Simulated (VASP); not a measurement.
# HC4 in VASP: a series of runs, part 2 of 2

VASP 6.6.1. The steps go on from the part before.

## 5. Single point, PBE+D3(BJ)

Input file INCAR:

```
PREC = Accurate ; ENCUT = 520
EDIFF = 1E-6 ; ISMEAR = 0
SIGMA = 0.1 ; LREAL = F
LASPH = T ; NELM = 120
ALGO = Normal ; ISIF = 2
LWAVE = F ; LCHARG = F
LDIPOL = T ; IDIPOL = 3
DIPOL = 0.5 0.5 0.251 ; GGA = PE
IVDW = 12 ; NBANDS = 28
GGA_COMPAT = F ; NELMDL = -8
```

Input file KPOINTS:

```
regular mesh
0
Gamma
  6 6 1
```

Input file POSCAR:

```
HC4
1.0
    4.9314379192      0.0000000000      0.0000000000
   -2.4657189596      4.2707505152      0.0000000000
    0.0000000000      0.0000000000     18.0000000000
C H
8 2
Direct
    0.1666666667      0.3333333333      0.2222222222
    0.1666666667      0.8333333333      0.2222222222
    0.6666666667      0.3333333333      0.2222222222
    0.6666666667      0.8333333333      0.2222222222
    0.3333333333      0.1666666667      0.2222222222
    0.3333333333      0.6666666667      0.2222222222
    0.8333333333      0.1666666667      0.2222222222
    0.8333333333      0.6666666667      0.2222222222
    0.1286171483      0.3713828517      0.3666666667
    0.2047161850      0.2952838150      0.3666666667
```

Potentials or basis: VASP PAW PBE potentials, release 64 (C, H).

The run is started by

```console
> cat potpaw_PBE.64/C/POTCAR potpaw_PBE.64/H/POTCAR > POTCAR
> mpirun -np 1 vasp_std > vasp.out
```

OUTCAR:

```text
PREC = Accurate
   ENCUT = 520
   EDIFF = 1E-6
   ISMEAR = 0
   LREAL = F
   LASPH = T
   NELM = 120
   ISIF = 2
   GGA = PE
   IVDW = 12
   NELMDL = -8
 IVDW          = 12

 ion  position               nearest neighbor table
   1  0.167  0.333  0.222-   5 1.42   6 1.42   7 1.42
   2  0.167  0.833  0.222-   6 1.42   5 1.42   8 1.42
   3  0.667  0.333  0.222-   7 1.42   8 1.42   5 1.42
   4  0.667  0.833  0.222-   8 1.42   7 1.42   6 1.42
   5  0.333  0.167  0.222-   1 1.42   2 1.42   3 1.42
   6  0.333  0.667  0.222-   2 1.42   1 1.42   4 1.42
   7  0.833  0.167  0.222-   3 1.42   4 1.42   1 1.42
   8  0.833  0.667  0.222-   4 1.42   3 1.42   2 1.42
   9  0.129  0.371  0.367-  10 0.65
  10  0.205  0.295  0.367-   9 0.65

  LATTYP: Found a hexagonal cell.
 ALAT       =     4.9314379192
 C/A-ratio  =     3.6500510186

  Lattice vectors:

 A1 = (   4.9314379192,   0.0000000000,   0.0000000000)
 A2 = (  -2.4657189596,   4.2707505152,   0.0000000000)
 A3 = (   0.0000000000,   0.0000000000,  18.0000000000)

Analysis of symmetry for initial positions (statically):
=====================================================================
 Subroutine PRICEL returns:
 Original cell was already a primitive cell.

 Routine SETGRP: Setting up the symmetry group for a
 hexagonal supercell.

 Subroutine GETGRP returns: Found  2 space group operations
 (whereof  1 operations were pure point group operations)
 out of a pool of 24 trial point group operations.

The static configuration has the point symmetry C_1 .
 The point group associated with its full space group is C_1h.

Analysis of symmetry for dynamics (positions and initial velocities):
=====================================================================
 Subroutine PRICEL returns:
 Original cell was already a primitive cell.

 Routine SETGRP: Setting up the symmetry group for a
 hexagonal supercell.

 Subroutine GETGRP returns: Found  2 space group operations
 (whereof  1 operations were pure point group operations)
 out of a pool of 24 trial point group operations.

The dynamic configuration has the point symmetry C_1 .
 The point group associated with its full space group is C_1h.

 Subroutine INISYM returns: Found  2 space group operations
 (whereof  1 operations are pure point group operations),
 and found     1 'primitive' translations

----------------------------------------------------------------------------------------

                                     Primitive cell

  volume of cell :     379.0969

  direct lattice vectors                    reciprocal lattice vectors
     4.931437919  0.000000000  0.000000000     0.202780612  0.117075441  0.000000000
    -2.465718960  4.270750515  0.000000000     0.000000000  0.234150882  0.000000000
     0.000000000  0.000000000 18.000000000     0.000000000  0.000000000  0.055555556

  length of vectors
     4.931437919  4.931437919 18.000000000     0.234150882  0.234150882  0.055555556

  position of ions in fractional coordinates (direct lattice)
     0.166666667  0.333333333  0.222222222
     0.166666667  0.833333333  0.222222222
     0.666666667  0.333333333  0.222222222
     0.666666667  0.833333333  0.222222222
     0.333333333  0.166666667  0.222222222
     0.333333333  0.666666667  0.222222222
     0.833333333  0.166666667  0.222222222
[... 64 lines left out ...]
   NGX,Y,Z   is equivalent  to a cutoff of  13.48, 13.48, 12.93 a.u.
   NGXF,Y,Z  is equivalent  to a cutoff of  26.97, 26.97, 25.86 a.u.
 SYSTEM =  unknown system
   PREC   = accura    normal or accurate (medium, high low for compatibility)
   ISTART =      0    job   : 0-new  1-cont  2-samecut
   ICHARG =      2    charge: 1-file 2-atom 10-const
   ISPIN  =      1    spin polarized calculation?
   LNONCOLLINEAR =      F non collinear calculations
   LSORBIT =      F    spin-orbit coupling
   LASPH  =      T    aspherical Exc in radial PAW
   ENCUT  =  520.0 eV  38.22 Ry    6.18 a.u.   9.17  9.17 33.47*2*pi/ulx,y,z
   NELM   =    120;   NELMIN=  2; NELMDL= -8     # of ELM steps
   EDIFF  = 0.1E-05   stopping-criterion for ELM
   LREAL  =      F    real-space projection
   EDIFFG = 0.1E-04   stopping-criterion for IOM
   NSW    =      0    number of steps for IOM
   IBRION =     -1    ionic relax: 0-MD 1-quasi-New 2-CG
   NFREE  =      0    steps in history (QN), initial steepest desc. (CG)
   ISIF   =      2    stress and relaxation
   ISYM   =      2    0-nonsym 1-usesym 2-fastsym
   POTIM  = 0.5000    time-step for ionic-motion
   TEBEG  =    0.0;   TEEND  =   0.0 temperature during run
   PSTRESS=    0.0 pullay stress
   NELECT =      34.0000    total number of electrons
   NUPDOWN=      -1.0000    fix difference up-down
   EMIN   =  10.00;   EMAX   =-10.00  energy-range for DOS
   EFERMI =   0.00;   METHOD = LEGACY
   ISMEAR =     0;   SIGMA  =   0.10  broadening in eV -4-tet -1-fermi 0-gaus
   EFERMI_NEDOS =   21; number of points for ismear=-14 and -15
   IALGO  =     38    algorithm
   IMIX   =      4    mixing-type and parameters
     AMIX     =   0.40;   BMIX     =  1.00
     AMIX_MAG =   1.60;   BMIX_MAG =  1.00
  volume/ion in A,a.u.               =      37.91       255.83
  Fermi-wavevector in a.u.,A,eV,Ry     =   0.732798  1.384788  7.306236  0.536993
  Thomas-Fermi vector in A             =   1.825350
   LORBIT       =      0    0 simple, 1 ext, 2 COOP (PROOUT), +10 PAW based schemes
   GGA     = PE    functional components
   LHFCALC =     F    Hartree Fock is set to
   AEXX    =    0.0000 exact exchange contribution
   IVDW    =    12    specifies the selected vdW correction
   LEPSILON=     F    determine dielectric tensor
   LRPA    =     F    only Hartree local field effects (RPA)
 non-spin polarized calculation
 Gauss-broadening in eV      SIGMA  =   0.10
  energy-cutoff  :      520.00
  volume of cell :      379.10
 maximum number of plane-waves:     10258
 NGX is ok and might be reduce to    40
   NGX = 19   NGY = 19   NGZ = 67

 dipolmoment           0.000000      0.000000     -0.004251 electrons x Angstroem

 number of electron      33.9999998 magnetization

 dipolmoment           0.000000      0.000000      0.007665 electrons x Angstroem

 Free energy of the ion-electron system (eV)
  ---------------------------------------------------
  ext. energy  EPLUGINS =         0.00000000
  ---------------------------------------------------
  free energy    TOTEN  =       -80.25121905 eV

  energy without entropy =      -80.24496912  energy(sigma->0) =      -80.24809408

 E-fermi :  -2.5318     XC(G=0):  -2.7374

 val. band max:       -2.5372530544   @ k =   0.3333   0.3333   0.0000
 cond. band min:      -2.5262819338   @ k =   0.3333   0.3333   0.0000
 fundamental gap:      0.0109711206
 Fermi energy:        -2.5317674941

 k-point     1 :       0.0000    0.0000    0.0000
  band No.  band energies     occupation
      1     -22.0532      2.00000
      2     -16.8116      2.00000
      3     -16.8096      2.00000
      4     -16.8087      2.00000
      5     -15.7692      2.00000
      6     -15.7682      2.00000
[... 392 lines left out ...]
     27       4.2146      0.00000
     28       4.6529      0.00000

------------------------ aborting loop because EDIFF is reached ----------------------------------------

 vacuum level on the upper side and lower side of the slab       (xc-potential included)        -0.016        -0.040

 Edisp (eV)   -0.79562

 E8    (eV) :    -0.2417

  FORCE on cell =-STRESS in cart. coord.  units (eV):
  Direction    XX          YY          ZZ          XY          YZ          ZX
  --------------------------------------------------------------------------------------
  -------------------------------------------------------------------------------------
  Total       2.50437     0.95188     0.74858    -1.34450    -0.00303     0.00524
  in kB      10.58423     4.02292     3.16373    -5.68226    -0.01279     0.02215
  external pressure =        5.92 kB  Pullay stress =        0.00 kB

 VOLUME and BASIS-vectors are now :
 -----------------------------------------------------------------------------
  energy-cutoff  :      520.00
  volume of cell :      379.10
      direct lattice vectors                 reciprocal lattice vectors
     4.931437919  0.000000000  0.000000000     0.202780612  0.117075441  0.000000000
    -2.465718960  4.270750515  0.000000000     0.000000000  0.234150882  0.000000000
     0.000000000  0.000000000 18.000000000     0.000000000  0.000000000  0.055555556

 POSITION                                       TOTAL-FORCE (eV/Angst)
 -----------------------------------------------------------------------------------
      0.00000      1.42358      4.00000        -0.001949      0.001125     -0.239064
     -1.23286      3.55896      4.00000         0.013810      0.003694      0.020030
      2.46572      1.42358      4.00000         0.003706     -0.013807      0.020030
      1.23286      3.55896      4.00000        -0.012819      0.007401      0.017746
      1.23286      0.71179      4.00000        -0.034236      0.019766     -0.053126
     -0.00000      2.84717      4.00000         0.004653     -0.033316     -0.058140
      3.69858      0.71179      4.00000         0.031179      0.012629     -0.058140
      2.46572      2.84717      4.00000        -0.006319      0.003648      0.033429
     -0.28146      1.58608      6.60000        -4.169799      2.407434      0.159682
      0.28146      1.26108      6.60000         4.171773     -2.408574      0.157553
 -----------------------------------------------------------------------------------
    total drift:                               -0.000039      0.000022      0.000517

  FREE ENERGIE OF THE ION-ELECTRON SYSTEM (eV)
  ---------------------------------------------------
  free  energy   TOTEN  =       -81.0468381771 eV

  energy  without entropy=      -81.0405882391  energy(sigma->0) =      -81.04371321

 vacuum level on the upper side and lower side of the slab         1.792         1.726
```

It took 8.7 min on 1 thread of AMD EPYC 7R13, shared host; peak memory 0.53 GiB.

Results:

```yaml
Free_energy: -81.0468 eV
Largest_force: 4.820 eV/Å
Band_gap_on_the_k_mesh: 0.01 eV
Dispersion_energy_per_atom: -0.080 eV
```

Forces on the atoms (eV/Å):
```
C   -0.002  0.001 -0.239
C    0.014  0.004  0.020
C    0.004 -0.014  0.020
C   -0.013  0.007  0.018
C   -0.034  0.020 -0.053
C    0.005 -0.033 -0.058
C    0.031  0.013 -0.058
C   -0.006  0.004  0.033
H   -4.170  2.407  0.160
H    4.172 -2.409  0.158
```

Levels at points of the mesh, in eV from the valence-band top:
```csv
k point,band 13,band 14,band 15,band 16,band 17,band 18,band 19,band 20,band 21,band 22
"(0.00, 0.00, 0.00)",-3.03,-3.03,-2.36,-2.36,-2.32,1.64,1.67,1.68,3.59,4.09
"(0.50, 0.00, 0.00)",-5.55,-5.05,-5.04,-2.74,-2.70,2.81,2.82,4.46,5.61,5.79
"(0.50, 0.50, 0.00)",-5.55,-5.05,-5.04,-2.74,-2.69,2.81,2.82,4.10,5.61,5.77
```

## 6. Single point, PBE+D3(BJ)

Input file INCAR:

```
  ALGO = Normal
  DIPOL = 0.5 0.5 0.241
  EDIFF = 1E-6
  ENCUT = 520
  GGA = PE
  GGA_COMPAT = False
  IDIPOL = 3
  ISIF = 2
  ISMEAR = 0
  IVDW = 12
  LASPH = True
  LCHARG = False
  LDIPOL = True
  LREAL = False
  LWAVE = False
  NBANDS = 28
  NELM = 120
  NELMDL = -8
  PREC = Accurate
  SIGMA = 0.1
```

Input file KPOINTS:

```
k-points
0
Gamma
  6 6 1
```

Changes to POSCAR since step 5:

```diff
@@ -16,3 +16,3 @@
     0.8333333333      0.6666666667      0.2222222222
-    0.1286171483      0.3713828517      0.3666666667
-    0.2047161850      0.2952838150      0.3666666667
+    0.1128705015      0.3871294985      0.3183333333
+    0.2204628318      0.2795371682      0.3183333333
```

Potentials or basis: VASP PAW PBE potentials, release 64 (C, H).

The run is started by

```console
> cat potpaw_PBE.64/C/POTCAR potpaw_PBE.64/H/POTCAR > POTCAR
> mpirun -np 1 vasp_std > vasp.out
```

Run time: 8 min. Hardware: 1 thread of AMD EPYC 7R13, shared host; peak memory 0.53 GiB.

It converged, with:

```yaml
Free_energy: -79.4011 eV
Largest_force: 3.929 eV/Å
Band_gap_on_the_k_mesh: 0.35 eV
Dispersion_energy_per_atom: -0.089 eV
```

Forces in eV/Å, atoms in the order of the input:
```
C   -0.106  0.061 -2.024
C    0.088  0.023  0.009
C    0.024 -0.088  0.009
C   -0.121  0.070  0.016
C    0.344 -0.199 -0.842
C    0.059  0.395 -0.922
C   -0.312 -0.248 -0.922
C   -0.001  0.000  0.256
H    2.790 -1.611  2.248
H   -2.765  1.596  2.170
```

Levels at points of the mesh, in eV from the valence-band top:
| k point | band 13 | band 14 | band 15 | band 16 | band 17 | band 18 | band 19 | band 20 | band 21 | band 22 |
| --- | --- | --- | --- | --- | --- | --- | --- | --- | --- | --- |
| (0.00, 0.00, 0.00) | -2.95 | -2.94 | -2.34 | -2.26 | -1.30 | 1.31 | 1.69 | 1.82 | 4.00 | 4.68 |
| (0.50, 0.00, 0.00) | -5.00 | -4.91 | -3.85 | -2.75 | -1.50 | 2.71 | 2.87 | 4.74 | 5.98 | 6.07 |
| (0.50, 0.50, 0.00) | -4.98 | -4.92 | -3.97 | -2.66 | -1.40 | 2.74 | 2.90 | 4.11 | 5.97 | 6.09 |

## 7. Summary

```tsv
cell	gap on the mesh (eV)	largest force (eV/Å)
as given, atomic positions A	0.49	4.74
as given, atomic positions B	0.78	9.40
as given, atomic positions C	0.24	5.02
as given, atomic positions D	0.01	4.82
as given, atomic positions E	0.35	3.93
```

Alike in all rows: task single point; level PBE+D3(BJ); potentials or basis VASP PAW PBE potentials, release 64 (C, H); no spin polarisation; k mesh 6 × 6 × 1; cutoff (eV) 520; smearing gaussian 0.1 eV.

Absolute energies hang on the potentials; compare differences alone.
